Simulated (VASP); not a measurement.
Input of a VASP 6.6.1 run:

File INCAR:

```
PREC = Accurate ; ENCUT = 500
EDIFF = 1E-6 ; ISMEAR = -1
SIGMA = 0.05 ; LREAL = F
LASPH = T ; NELM = 120
ALGO = Normal ; ISIF = 2
LWAVE = F ; LCHARG = F
GGA = PS ; NBANDS = 11
GGA_COMPAT = F
```

KPOINTS

```
regular mesh
0
Gamma
  14 14 14
```

Contents of POSCAR:

```
BAs
1.0
    0.0000000000      2.2129205178      2.2129205178
    2.2129205178      0.0000000000      2.2129205178
    2.2129205178      2.2129205178      0.0000000000
B As
1 1
Direct
    0.0000000000      0.0000000000      0.0000000000
    0.2500000000      0.2500000000      0.2500000000
```

Potentials or basis: VASP PAW PBE potentials, release 64 (B, As).

Command:

```sh
$ cat potpaw_PBE.64/B/POTCAR potpaw_PBE.64/As/POTCAR > POTCAR
$ mpirun -np 1 vasp_std > vasp.out
```

What does it give for the pressure?

51.3 GPa.

Estimate the band gap on the k mesh.

0.83 eV, indirect (least direct gap 3.58 eV).

Caveat: the PAW data sets were made with another functional, which shifts forces and pressure a little. A k mesh can miss the band edges.
